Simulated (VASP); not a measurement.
# Si (Im-3m) in VASP: notebook

Si is run at these levels: PBE; tasks: single point.

Everything below comes from runs of VASP 6.6.1. Logs are shortened: lines on timing, memory, paths and dates and some standing lists are left out, and cuts for length are marked.

## Step 1: The cell of the first run

The structure is cubic, space group Im-3m (No. 229). Conventional cell: a = 3.021 Å, b = 3.021 Å, c = 3.021 Å, α = 90.00°, β = 90.00°, γ = 90.00°. Within 3.5 Å of Si (site symmetry m-3m) lie 14 Si at 2.62 to 3.02 Å.

This isn't the form of Si at room conditions, which is diamond.

## Step 2: Single point, PBE

Input file INCAR:

```
PREC = Accurate
ENCUT = 500
EDIFF = 1E-6
ISMEAR = -1
SIGMA = 0.06122561905347299
LREAL = False
LASPH = True
NELM = 120
ALGO = Normal
ISIF = 2
LWAVE = False
LCHARG = True
GGA = PE
LELF = True
LVHAR = True
NBANDS = 8
GGA_COMPAT = False
```

Input file KPOINTS:

```
regular mesh
0
Gamma
  50 50 50
```

Input file POSCAR:

```
Si
1.0
   -1.5105595999      1.5105595999      1.5105595999
    1.5105595999     -1.5105595999      1.5105595999
    1.5105595999      1.5105595999     -1.5105595999
Si
1
Direct
    0.0000000000      0.0000000000      0.0000000000
```

Potentials or basis: VASP PAW PBE potentials, release 64 (Si).

Command:

```sh
$ cat potpaw_PBE.64/Si/POTCAR > POTCAR
$ mpirun -np 1 vasp_std > vasp.out
```

OUTCAR:

```text
PREC = Accurate
   ENCUT = 500
   EDIFF = 1E-6
   ISMEAR = -1
   LREAL = False
   LASPH = True
   NELM = 120
   ISIF = 2
   GGA = PE

 ion  position               nearest neighbor table
   1  0.000  0.000  0.000-

  LATTYP: Found a body centered cubic cell.
 ALAT       =     3.0211191998

  Lattice vectors:

 A1 = (  -1.5105595999,   1.5105595999,   1.5105595999)
 A2 = (   1.5105595999,  -1.5105595999,   1.5105595999)
 A3 = (   1.5105595999,   1.5105595999,  -1.5105595999)

Analysis of symmetry for initial positions (statically):
=====================================================================
 Subroutine PRICEL returns:
 Original cell was already a primitive cell.

 Routine SETGRP: Setting up the symmetry group for a
 body centered cubic supercell.

 Subroutine GETGRP returns: Found 48 space group operations
 (whereof 48 operations were pure point group operations)
 out of a pool of 48 trial point group operations.

The static configuration has the point symmetry O_h .

Analysis of symmetry for dynamics (positions and initial velocities):
=====================================================================
 Subroutine PRICEL returns:
 Original cell was already a primitive cell.

 Routine SETGRP: Setting up the symmetry group for a
 body centered cubic supercell.

 Subroutine GETGRP returns: Found 48 space group operations
 (whereof 48 operations were pure point group operations)
 out of a pool of 48 trial point group operations.

The dynamic configuration has the point symmetry O_h .

 Subroutine INISYM returns: Found 48 space group operations
 (whereof 48 operations are pure point group operations),
 and found     1 'primitive' translations

----------------------------------------------------------------------------------------

                                     Primitive cell

  volume of cell :      13.7871

  direct lattice vectors                    reciprocal lattice vectors
    -1.510559600  1.510559600  1.510559600     0.000000000  0.331003159  0.331003159
     1.510559600 -1.510559600  1.510559600     0.331003159  0.000000000  0.331003159
     1.510559600  1.510559600 -1.510559600     0.331003159  0.331003159  0.000000000

  length of vectors
     2.616365975  2.616365975  2.616365975     0.468109157  0.468109157  0.468109157

  position of ions in fractional coordinates (direct lattice)
     0.000000000  0.000000000  0.000000000

  ion indices of the primitive-cell ions
   primitive index   ion index
                 1           1

----------------------------------------------------------------------------------------

 KPOINTS: regular mesh

Automatic generation of k-mesh.
 Grid dimensions read from file:
 generate k-points for:   50   50   50

 Generating k-lattice:

  Cartesian coordinates                     Fractional coordinates (reciprocal lattice)
     0.000000000  0.006620063  0.006620063     0.020000000  0.000000000  0.000000000
     0.006620063  0.000000000  0.006620063     0.000000000  0.020000000  0.000000000
     0.006620063  0.006620063  0.000000000     0.000000000  0.000000000  0.020000000

  Length of vectors
     0.009362183  0.009362183  0.009362183

  Shift w.r.t. Gamma in fractional coordinates (k-lattice)
     0.000000000  0.000000000  0.000000000

 Subroutine IBZKPT returns following result:
 ===========================================

 Found   3107 irreducible k-points:

 Following reciprocal coordinates:
            Coordinates               Weight
  0.000000  0.000000  0.000000      1.000000
  0.020000  0.000000  0.000000     12.000000
  0.040000  0.000000  0.000000     12.000000
  0.060000  0.000000  0.000000     12.000000
  0.080000  0.000000  0.000000     12.000000
  0.100000  0.000000  0.000000     12.000000
[... 16 lines left out ...]
  0.440000  0.000000  0.000000     12.000000
  0.460000  0.000000  0.000000     12.000000
 [... further k-points ...]
   k-points           NKPTS =   3107   k-points in BZ     NKDIM =   3107   number of bands    NBANDS=      8
   number of dos      NEDOS =    301   number of ions     NIONS =      1
   total plane-waves  NPLWV =   8000
   dimension x,y,z NGX =    20 NGY =   20 NGZ =   20
   dimension x,y,z NGXF=    40 NGYF=   40 NGZF=   40
   ions per type =               1
   NGX,Y,Z   is equivalent  to a cutoff of  12.71, 12.71, 12.71 a.u.
   NGXF,Y,Z  is equivalent  to a cutoff of  25.42, 25.42, 25.42 a.u.
 SYSTEM =  unknown system
   PREC   = accura    normal or accurate (medium, high low for compatibility)
   ISTART =      0    job   : 0-new  1-cont  2-samecut
   ICHARG =      2    charge: 1-file 2-atom 10-const
   ISPIN  =      1    spin polarized calculation?
   LNONCOLLINEAR =      F non collinear calculations
   LSORBIT =      F    spin-orbit coupling
   LASPH  =      T    aspherical Exc in radial PAW
   ENCUT  =  500.0 eV  36.75 Ry    6.06 a.u.   4.77  4.77  4.77*2*pi/ulx,y,z
   NELM   =    120;   NELMIN=  2; NELMDL= -5     # of ELM steps
   EDIFF  = 0.1E-05   stopping-criterion for ELM
   LREAL  =      F    real-space projection
   EDIFFG = 0.1E-04   stopping-criterion for IOM
   NSW    =      0    number of steps for IOM
   IBRION =     -1    ionic relax: 0-MD 1-quasi-New 2-CG
   NFREE  =      0    steps in history (QN), initial steepest desc. (CG)
   ISIF   =      2    stress and relaxation
   ISYM   =      2    0-nonsym 1-usesym 2-fastsym
   POTIM  = 0.5000    time-step for ionic-motion
   TEBEG  =    0.0;   TEEND  =   0.0 temperature during run
   PSTRESS=    0.0 pullay stress
   NELECT =       4.0000    total number of electrons
   NUPDOWN=      -1.0000    fix difference up-down
   EMIN   =  10.00;   EMAX   =-10.00  energy-range for DOS
   EFERMI =   0.00;   METHOD = LEGACY
   ISMEAR =    -1;   SIGMA  =   0.06  broadening in eV -4-tet -1-fermi 0-gaus
   EFERMI_NEDOS =   21; number of points for ismear=-14 and -15
   IALGO  =     38    algorithm
   IMIX   =      4    mixing-type and parameters
     AMIX     =   0.40;   BMIX     =  1.00
     AMIX_MAG =   1.60;   BMIX_MAG =  1.00
  volume/ion in A,a.u.               =      13.79        93.04
  Fermi-wavevector in a.u.,A,eV,Ry     =   1.083770  2.048028 15.980812  1.174557
  Thomas-Fermi vector in A             =   2.219844
   LORBIT       =      0    0 simple, 1 ext, 2 COOP (PROOUT), +10 PAW based schemes
   GGA     = PE    functional components
   LHFCALC =     F    Hartree Fock is set to
   AEXX    =    0.0000 exact exchange contribution
   IVDW    =     0    specifies the selected vdW correction
   LEPSILON=     F    determine dielectric tensor
   LRPA    =     F    only Hartree local field effects (RPA)
 non-spin polarized calculation
  energy-cutoff  :      500.00
  volume of cell :       13.79
 maximum number of plane-waves:       370
   NGX =  9   NGY =  9   NGZ =  9

 number of electron       4.0000000 magnetization

 Free energy of the ion-electron system (eV)
  ---------------------------------------------------
  ext. energy  EPLUGINS =         0.00000000
  ---------------------------------------------------
  free energy    TOTEN  =        -4.88866335 eV

  energy without entropy =       -4.88313154  energy(sigma->0) =       -4.88589745

 E-fermi :  10.6861     XC(G=0): -11.3923

 val. band max:       10.6841928172   @ k =  -0.2800   0.4000   0.1400
 cond. band min:      10.6867387421   @ k =  -0.3600   0.4800   0.1400
 fundamental gap:      0.0025459249
 Fermi energy:        10.6860701917

 k-point     1 :       0.0000    0.0000    0.0000
  band No.  band energies     occupation
      1      -4.0761      2.00000
      2      22.8735      0.00000
      3      22.8735      0.00000
      4      22.8735      0.00000
      5      23.4998      0.00000
      6      23.4998      0.00000
      7      23.4998      0.00000
      8      27.3260      0.00000

 k-point     2 :       0.0200    0.0000    0.0000
  band No.  band energies     occupation
      1      -4.0633      2.00000
      2      22.5332      0.00000
      3      22.5782      0.00000
      4      22.8524      0.00000
      5      23.4531      0.00000
      6      23.7615      0.00000
      7      23.8163      0.00000
      8      27.1794      0.00000

 k-point     3 :       0.0400    0.0000    0.0000
  band No.  band energies     occupation
      1      -4.0250      2.00000
      2      21.9286      0.00000
      3      22.1163      0.00000
      4      22.7896      0.00000
      5      23.3188      0.00000
      6      24.1306      0.00000
      7      24.3421      0.00000
      8      26.8428      0.00000

 k-point     4 :       0.0600    0.0000    0.0000
  band No.  band energies     occupation
      1      -3.9612      2.00000
      2      21.2268      0.00000
      3      21.6504      0.00000
      4      22.6869      0.00000
      5      23.1111      0.00000
      6      24.4346      0.00000
      7      24.9142      0.00000
      8      26.4779      0.00000

 k-point     5 :       0.0800    0.0000    0.0000
  band No.  band energies     occupation
      1      -3.8720      2.00000
      2      20.4574      0.00000
      3      21.1988      0.00000
      4      22.5476      0.00000
      5      22.8482      0.00000
      6      24.6168      0.00000
      7      25.5142      0.00000
      8      26.2056      0.00000
[... 177 lines left out ...]
 k-point    22 :       0.4200    0.0000    0.0000
  band No.  band energies     occupation
      1       1.4739      2.00000
      2       6.3825      2.00000
      3      16.6981      0.00000
      4      18.5308      0.00000
      5      19.3657      0.00000
      6      21.1351      0.00000
      7      30.5993      0.00000
      8      31.4382      0.00000

 k-point    23 :       0.4400    0.0000    0.0000
  band No.  band energies     occupation
      1       2.0067      2.00000
      2       5.6918      2.00000
      3      16.6243      0.00000
      4      18.4477      0.00000
      5      19.2962      0.00000
      6      21.0589      0.00000
      7      30.9384      0.00000
      8      31.7852      0.00000

 k-point    24 :       0.4600    0.0000    0.0000
  band No.  band energies     occupation
      1       2.5623      2.00000
      2       5.0234      2.00000
      3      16.5715      0.00000
      4      18.3883      0.00000
      5      19.2463      0.00000
      6      21.0043      0.00000
      7      31.2385      0.00000
      8      32.0722      0.00000

 [... further k-points ...]

------------------------ aborting loop because EDIFF is reached ----------------------------------------

  FORCE on cell =-STRESS in cart. coord.  units (eV):
  Direction    XX          YY          ZZ          XY          YZ          ZX
  --------------------------------------------------------------------------------------
  -------------------------------------------------------------------------------------
  Total        0.5438797      0.5438797      0.5438797      0.0000000      0.0000000      0.0000000
  in kB       63.2033182     63.2033182     63.2033182      0.0000000      0.0000000      0.0000000
  external PRESSURE =      63.2033182 kB  Pullay stress =       0.0000000 kB

 VOLUME and BASIS-vectors are now :
 -----------------------------------------------------------------------------
  energy-cutoff  :      500.00
  volume of cell :       13.79
      direct lattice vectors                 reciprocal lattice vectors
    -1.510559600  1.510559600  1.510559600     0.000000000  0.331003159  0.331003159
     1.510559600 -1.510559600  1.510559600     0.331003159  0.000000000  0.331003159
     1.510559600  1.510559600 -1.510559600     0.331003159  0.331003159  0.000000000

 POSITION                                       TOTAL-FORCE (eV/Angst)
 -----------------------------------------------------------------------------------
      0.00000      0.00000      0.00000         0.000000     -0.000000     -0.000000
 -----------------------------------------------------------------------------------
    total drift:                                0.000000      0.000000      0.000000

  FREE ENERGIE OF THE ION-ELECTRON SYSTEM (eV)
  ---------------------------------------------------
  free  energy   TOTEN  =        -4.8886633548 eV

  energy  without entropy=       -4.8831315442  energy(sigma->0) =       -4.88589745
```

It took 2.7 min on 1 thread of Intel Xeon 8259CL, shared host; peak memory 0.37 GiB.

Results:

* Free energy: -4.8887 eV
* Pressure: 6.3 GPa
* Band gap on the k mesh: zero (bands 2 and 3 overlap by 16.53 eV)

Caveat: the cell stands under pressure.

## Step 3: Single point, PBE

This run uses another cell than the first one, of 14.08 Å³/atom.

Input file INCAR:

```
ALGO = Normal ; EDIFF = 1E-6
ENCUT = 500 ; GGA = PE
GGA_COMPAT = False ; ISIF = 2
ISMEAR = -1 ; LASPH = True
LCHARG = False ; LREAL = False
LWAVE = False ; NBANDS = 8
NELM = 120 ; PREC = Accurate
SIGMA = 0.06122561905347299
```

Input file KPOINTS:

```
k-points
0
Gamma
  50 50 50
```

Input file POSCAR:

```
Si
1.0
   -1.5211976941      1.5211976941      1.5211976941
    1.5211976941     -1.5211976941      1.5211976941
    1.5211976941      1.5211976941     -1.5211976941
Si
1
Direct
    0.0000000000      0.0000000000      0.0000000000
```

Potentials or basis: VASP PAW PBE potentials, release 64 (Si).

Command:

```sh
$ cat potpaw_PBE.64/Si/POTCAR > POTCAR
$ mpirun -np 1 vasp_std > vasp.out
```

Run time: 2.8 min. Hardware: 1 thread of Intel Xeon 8259CL, shared host; peak memory 0.37 GiB.

It converged, with:

```yaml
Free_energy: -4.8980 eV
Pressure: 3.9 GPa
Band_gap_on_the_k_mesh: zero (bands 2 and 3 overlap by 16.14 eV)
```

Levels at points of the mesh, in eV from the Fermi level:
```csv
k point,band 1,band 2,band 3,band 4,band 5,band 6
"(0.00, 0.00, 0.00)",-14.56,11.90,11.90,11.90,12.72,12.72
"(0.50, 0.00, 0.00)",-6.97,-6.72,5.71,7.64,8.38,10.13
"(0.50, 0.50, 0.50)",-0.50,-0.50,-0.50,1.55,2.25,2.25
```

Caveat: the cell stands under pressure.

(Continued in part 2 of 2.)
